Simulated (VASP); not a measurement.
# Ge (Cmcm) in VASP: further runs, part 2 of 2

VASP 6.6.1. The steps go on from the part before.

### 3 Single point, LDA

This run uses another cell than the first one, of 18.25 Å³/atom, 1.020 times its volume.

INCAR

```
SYSTEM = Ge
PREC = Accurate
ENCUT = 520
EDIFF = 1E-6
ISMEAR = -1
SIGMA = 0.05
LREAL = .FALSE.
LASPH = .TRUE.
NELM = 80
ALGO = Normal
ISIF = 2
LWAVE = .FALSE.
LCHARG = .FALSE.
GGA = CA
NBANDS = 21
```

KPOINTS

```
regular mesh
0
G
  10 10 6
  0 0 0
```

POSCAR

```
Ge
1.0
    1.4880529250     -2.5946896100      0.0000000000
    1.4880529250      2.5946896100      0.0000000000
    0.0000000000      0.0000000000      4.7275957900
Ge
2
Direct
    0.3334466300      0.6665533700      0.2500000000
    0.6665533700      0.3334466300      0.7500000000
```

Potentials or basis: VASP PAW LDA potentials, release 64 (Ge_d).

Started as:

```console
$ cat potpaw_LDA.64/Ge_d/POTCAR > POTCAR
$ mpirun -np 1 vasp_std > vasp.out
```

OUTCAR:

```text
SYSTEM = Ge
   PREC = Accurate
   ENCUT = 520
   EDIFF = 1E-6
   ISMEAR = -1
   LREAL = .FALSE.
   LASPH = .TRUE.
   NELM = 80
   ISIF = 2
   GGA = CA

 ion  position               nearest neighbor table
   1  0.333  0.667  0.250-
   2  0.667  0.333  0.750-

  LATTYP: Found a base centered orthorhombic cell.
 ALAT       =     2.9761058500
 B/A-ratio  =     1.7436809984
 C/A-ratio  =     1.5885173540

  Lattice vectors:

 A1 = (   1.4880529250,  -2.5946896100,   0.0000000000)
 A2 = (   1.4880529250,   2.5946896100,   0.0000000000)
 A3 = (   0.0000000000,   0.0000000000,   4.7275957900)

Analysis of symmetry for initial positions (statically):
=====================================================================
 Subroutine PRICEL returns:
 Original cell was already a primitive cell.

 Routine SETGRP: Setting up the symmetry group for a
 base centered orthorhombic supercell.

 Subroutine GETGRP returns: Found  8 space group operations
 (whereof  4 operations were pure point group operations)
 out of a pool of  8 trial point group operations.

[... 152 lines left out ...]
   NGX = 11   NGY = 11   NGZ = 17

 number of electron      28.0000012 magnetization

 Free energy of the ion-electron system (eV)
  ---------------------------------------------------
  ext. energy  EPLUGINS =         0.00000000
  ---------------------------------------------------
  free energy    TOTEN  =        -9.79163410 eV

  energy without entropy =       -9.78329099  energy(sigma->0) =       -9.78746255

 E-fermi :   6.7720     XC(G=0): -11.7458

 val. band max:        6.7539573029   @ k =   0.5000   0.2000   0.5000
 cond. band min:       6.7768214414   @ k =   0.3000   0.2000   0.1667
 fundamental gap:      0.0228641384
 Fermi energy:         6.7720080715

 k-point     1 :       0.0000    0.0000    0.0000
  band No.  band energies     occupation
      1     -17.9513      2.00000
      2     -17.9418      2.00000
      3     -17.9393      2.00000
      4     -17.9381      2.00000
      5     -17.9326      2.00000
      6     -17.9294      2.00000
[... 565 lines left out ...]
     20      22.4782      0.00000
     21      23.0842      0.00000

 [... further k-points ...]
[... 5 lines left out ...]
  --------------------------------------------------------------------------------------
  -------------------------------------------------------------------------------------
  Total       -0.4819090     -0.4363263      0.0656055      0.0000000     -0.0000000      0.0000000
  in kB      -21.1495674    -19.1490752      2.8792329      0.0000000     -0.0000000      0.0000000
  external PRESSURE =     -12.4731366 kB  Pullay stress =       0.0000000 kB

 VOLUME and BASIS-vectors are now :
 -----------------------------------------------------------------------------
  energy-cutoff  :      520.00
  volume of cell :       36.51
      direct lattice vectors                 reciprocal lattice vectors
     1.488052925 -2.594689610  0.000000000     0.336009554 -0.192701277  0.000000000
     1.488052925  2.594689610  0.000000000     0.336009554  0.192701277  0.000000000
     0.000000000  0.000000000  4.727595790     0.000000000  0.000000000  0.211524006

 POSITION                                       TOTAL-FORCE (eV/Angst)
 -----------------------------------------------------------------------------------
      1.48805      0.86431      1.18190         0.000000      0.000234      0.000000
      1.48805     -0.86431      3.54570         0.000000     -0.000234      0.000000
 -----------------------------------------------------------------------------------
    total drift:                                0.000000     -0.000000      0.000000

  FREE ENERGIE OF THE ION-ELECTRON SYSTEM (eV)
  ---------------------------------------------------
  free  energy   TOTEN  =        -9.7916341009 eV

  energy  without entropy=       -9.7832909918  energy(sigma->0) =       -9.78746255
```

OSZICAR:

```text
N       E                     dE             d eps       ncg     rms          rms(c)
DAV:   1     0.172347978633E+03    0.17235E+03   -0.14334E+04  6010   0.379E+03
DAV:   2     0.132031945684E+02   -0.15914E+03   -0.15412E+03  5268   0.574E+02
DAV:   3    -0.920122143378E+01   -0.22404E+02   -0.22153E+02  5824   0.130E+02
DAV:   4    -0.981956830569E+01   -0.61835E+00   -0.61791E+00  5891   0.248E+01
DAV:   5    -0.982853077053E+01   -0.89625E-02   -0.89622E-02  5956   0.324E+00    0.173E+00
DAV:   6    -0.980271673728E+01    0.25814E-01   -0.22330E-02  7087   0.224E+00    0.926E-01
DAV:   7    -0.979202468780E+01    0.10692E-01   -0.13098E-02  7130   0.131E+00    0.879E-02
DAV:   8    -0.979163401250E+01    0.39068E-03   -0.10140E-03  6157   0.564E-01    0.286E-02
DAV:   9    -0.979163397448E+01    0.38022E-07   -0.23079E-05  5952   0.593E-02    0.928E-03
DAV:  10    -0.979163410086E+01   -0.12638E-06   -0.10871E-06  4720   0.850E-03
   1 F= -.97916341E+01 E0= -.97874625E+01  d E =-.834311E-02
```

stdout:

```text
POSCAR found type information on POSCAR Ge
 POSCAR found :  1 types and       2 ions
 scaLAPACK will be used
 LDA part: xc-table for (Slater(with rela. corr.)+CA(PZ))
 , standard interpolation
 POSCAR, INCAR and KPOINTS ok, starting setup
 FFT: planning ... GRIDC
 FFT: planning ... GRID_SOFT
 FFT: planning ... GRID
 WAVECAR not read
 entering main loop
```

It took 29 s on 1 thread of Intel Xeon 6975P-C (Granite Rapids), shared host; peak memory 0.18 GiB.

What came out:

| Item | Value |
| --- | --- |
| Free energy | -9.7916 eV |
| Pressure | -1.2 GPa |
| Band gap on the k mesh | zero (band 14 reaches 13.44 eV, above the bottom of band 15 at 4.58 eV) |

### 4 Single point, LDA

This run uses another cell than the first one, of 18.62 Å³/atom, 1.041 times its volume.

INCAR

```
PREC = Accurate ; ENCUT = 520
EDIFF = 1E-7 ; ISMEAR = -1
SIGMA = 0.05 ; LREAL = F
LASPH = T ; NELM = 60
ALGO = Normal ; ISIF = 2
LWAVE = F ; LCHARG = F
GGA = CA ; NBANDS = 21
```

KPOINTS

```
Automatic mesh
0
Gamma
  10 10 6
```

POSCAR

```
Ge
1.0
    1.4979078673     -2.6118734857      0.0000000000
    1.4979078673      2.6118734857      0.0000000000
    0.0000000000      0.0000000000      4.7589052838
Ge
2
Direct
    0.3334466300      0.6665533700      0.2500000000
    0.6665533700      0.3334466300      0.7500000000
```

Potentials or basis: VASP PAW LDA potentials, release 64 (Ge_d).

Started as:

```console
$ cat potpaw_LDA.64/Ge_d/POTCAR > POTCAR
$ mpirun -np 1 vasp_std > vasp.out
```

OUTCAR:

```text
PREC = Accurate
   ENCUT = 520
   EDIFF = 1E-7
   ISMEAR = -1
   LREAL = F
   LASPH = T
   NELM = 60
   ISIF = 2
   GGA = CA

 ion  position               nearest neighbor table
   1  0.333  0.667  0.250-
   2  0.667  0.333  0.750-

  LATTYP: Found a base centered orthorhombic cell.
 ALAT       =     2.9958157346
 B/A-ratio  =     1.7436809985
 C/A-ratio  =     1.5885173540

  Lattice vectors:

 A1 = (   1.4979078673,  -2.6118734857,   0.0000000000)
[... 188 lines left out ...]
      1     -18.1619      2.00000
      2     -18.1543      2.00000
      3     -18.1514      2.00000
      4     -18.1508      2.00000
      5     -18.1458      2.00000
      6     -18.1427      2.00000
[... 565 lines left out ...]
     20      22.0666      0.00000
     21      22.6700      0.00000

 [... further k-points ...]
[... 5 lines left out ...]
  --------------------------------------------------------------------------------------
  -------------------------------------------------------------------------------------
  Total       -0.7828094     -0.7495316     -0.2690739      0.0000000      0.0000000      0.0000000
  in kB      -33.6815701    -32.2497399    -11.5773155      0.0000000      0.0000000      0.0000000
  external PRESSURE =     -25.8362085 kB  Pullay stress =       0.0000000 kB

 VOLUME and BASIS-vectors are now :
 -----------------------------------------------------------------------------
  energy-cutoff  :      520.00
  volume of cell :       37.24
      direct lattice vectors                 reciprocal lattice vectors
     1.497907867 -2.611873486  0.000000000     0.333798901 -0.191433468  0.000000000
     1.497907867  2.611873486  0.000000000     0.333798901  0.191433468  0.000000000
     0.000000000  0.000000000  4.758905284     0.000000000  0.000000000  0.210132360

 POSITION                                       TOTAL-FORCE (eV/Angst)
 -----------------------------------------------------------------------------------
      1.49791      0.87003      1.18973         0.000000      0.000850      0.000000
      1.49791     -0.87003      3.56918         0.000000     -0.000850      0.000000
 -----------------------------------------------------------------------------------
    total drift:                                0.000000     -0.000000      0.000000

  FREE ENERGIE OF THE ION-ELECTRON SYSTEM (eV)
  ---------------------------------------------------
  free  energy   TOTEN  =        -9.7835251512 eV

  energy  without entropy=       -9.7752959612  energy(sigma->0) =       -9.77941056
```

stdout:

```text
POSCAR found type information on POSCAR Ge
 POSCAR found :  1 types and       2 ions
 scaLAPACK will be used
 LDA part: xc-table for (Slater(with rela. corr.)+CA(PZ))
 , standard interpolation
 POSCAR, INCAR and KPOINTS ok, starting setup
 FFT: planning ... GRIDC
 FFT: planning ... GRID_SOFT
 FFT: planning ... GRID
 WAVECAR not read
 entering main loop
```

Run time: 33 s. Hardware: 1 thread of Intel Xeon 6975P-C (Granite Rapids), shared host; peak memory 0.19 GiB.

What came out:

```yaml
Free_energy: -9.7835 eV
Pressure: -2.6 GPa
Band_gap_on_the_k_mesh: zero (band 14 reaches 13.10 eV, above the bottom of band 15 at 4.41 eV)
```

Levels at points of the mesh, in eV from the Fermi level:
```
           k point  band 10  band 11  band 12  band 13  band 14  band 15  band 16  band 17  band 18  band 19
(0.00, 0.00, 0.00)   -24.63   -13.19    -7.49    -5.37     6.39     6.50     8.43     8.54     9.74    11.29
(0.50, 0.00, 0.00)   -24.62    -8.40    -7.03    -2.36    -1.26    -0.84     1.49     2.37     6.50     6.97
(0.50, 0.50, 0.00)   -24.62    -8.47    -7.08    -2.39    -1.28    -0.90     1.46     2.52     6.63     7.11
(0.00, 0.00, 0.50)   -24.65   -11.55   -11.55     1.81     1.81     7.49     7.49     7.59     7.59    12.60
(0.50, 0.00, 0.50)   -24.62    -7.01    -7.01    -4.79    -4.79     3.99     3.99     4.90     4.90     8.69
(0.50, 0.50, 0.50)   -24.62    -7.09    -7.09    -4.82    -4.82     4.14     4.14     4.92     4.92     8.78
```

### 5 Single point, LDA

This run uses another cell than the first one, of 18.98 Å³/atom, 1.061 times its volume.

INCAR, as its differences from that of step 4:

```diff
@@ -1,3 +1,3 @@
 PREC = Accurate ; ENCUT = 520
-EDIFF = 1E-7 ; ISMEAR = -1
+EDIFF = 1E-6 ; ISMEAR = -1
 SIGMA = 0.05 ; LREAL = F
```

KPOINTS

```
regular mesh
0
Gamma
  10 10 6
```

POSCAR

```
Ge
1.0
    1.5076348143     -2.6288341784      0.0000000000
    1.5076348143      2.6288341784      0.0000000000
    0.0000000000      0.0000000000      4.7898081321
Ge
2
Direct
    0.3334466300      0.6665533700      0.2500000000
    0.6665533700      0.3334466300      0.7500000000
```

Started as:

```console
$ cat potpaw_LDA.64/Ge_d/POTCAR > POTCAR
$ mpirun -np 1 vasp_std > vasp.out
```

Wall time 33 s (1 thread of Intel Xeon 6975P-C (Granite Rapids), shared host); peak memory 0.19 GiB.

Results (log left out):

| Property | Result |
| --- | --- |
| Free energy | -9.7692 eV |
| Pressure | -4.0 GPa |
| Band gap on the k mesh | zero (band 14 reaches 12.76 eV, above the bottom of band 15 at 4.24 eV) |

Stress tensor (GPa, compression positive):
```
-4.71  0.00  0.00
 0.00 -4.61  0.00
 0.00  0.00 -2.66
```

Levels at points of the mesh, in eV from the Fermi level:
| k point | band 11 | band 12 | band 13 | band 14 | band 15 | band 16 | band 17 | band 18 |
| --- | --- | --- | --- | --- | --- | --- | --- | --- |
| (0.00, 0.00, 0.00) | -13.04 | -7.47 | -5.27 | 6.26 | 6.37 | 8.26 | 8.37 | 9.52 |
| (0.50, 0.00, 0.00) | -8.35 | -6.97 | -2.40 | -1.25 | -0.81 | 1.50 | 2.33 | 6.45 |
| (0.50, 0.50, 0.00) | -8.42 | -7.02 | -2.43 | -1.27 | -0.87 | 1.46 | 2.48 | 6.59 |
| (0.00, 0.00, 0.50) | -11.42 | -11.42 | 1.76 | 1.76 | 7.33 | 7.33 | 7.43 | 7.43 |
| (0.50, 0.00, 0.50) | -7.00 | -7.00 | -4.70 | -4.70 | 3.92 | 3.92 | 4.78 | 4.78 |
| (0.50, 0.50, 0.50) | -7.08 | -7.08 | -4.72 | -4.72 | 4.07 | 4.07 | 4.80 | 4.80 |

### 6 The runs side by side

```tsv
cell	gap on the mesh (eV)	pressure (GPa)
a = 2.971, b = 2.971, c = 4.696 Å, angles 90.0, 90.0, 120.3°, 2 atoms	none	0.3
a = 2.991, b = 2.991, c = 4.728 Å, angles 90.0, 90.0, 120.3°, 2 atoms	none	-1.2
a = 3.011, b = 3.011, c = 4.759 Å, angles 90.0, 90.0, 120.3°, 2 atoms	none	-2.6
a = 3.030, b = 3.030, c = 4.790 Å, angles 90.0, 90.0, 120.3°, 2 atoms	none	-4.0
```

Alike in all rows: task single point; level LDA; potentials or basis VASP PAW LDA potentials, release 64 (Ge_d); no spin polarisation; k mesh 10 × 10 × 6; cutoff (eV) 520; smearing fermi-dirac 0.05 eV.

Absolute energies hang on the potentials; compare differences alone.
